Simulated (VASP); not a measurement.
Lu, 2 atoms in the cell. It takes space group P6_3/mmc (No. 194, hexagonal). Conventional cell: a = 3.486 Å, b = 3.486 Å, c = 5.529 Å, α = 90.00°, β = 90.00°, γ = 120.00°. Within 4.5 Å of Lu (site symmetry -6m2) lie 12 Lu at 3.42 to 3.49 Å. 

```yaml
Program: VASP 6.6.1
Task: single point
Functional: PBEsol
Potentials_or_basis: VASP PAW PBE potentials, release 64 (Lu)
Cutoff: 520 eV
k_mesh: 13 × 13 × 8
Occupations: fermi-dirac, width 0.03 eV
Spin: no spin polarisation
Dipole_correction: no
Further_INCAR_settings: ALGO = Normal; EDIFF = 1e-07; NBANDS = 32
```

Potentials or basis: VASP PAW PBE potentials, release 64 (Lu).

Launch:

```sh
$ cat potpaw_PBE.64/Lu/POTCAR > POTCAR
$ mpirun -np 1 vasp_std > vasp.out
```

Hardware: 1 thread of Intel(R) Xeon(R) Platinum 8488C (Sapphire Rapids) (shared host).

Task: Estimate the wall time of this run.

Result: Wall time 2.6 min on 1 thread of Intel(R) Xeon(R) Platinum 8488C (Sapphire Rapids), on a shared host, peak memory 0.29 GiB. Counts: scf iterations 14, k points 105.
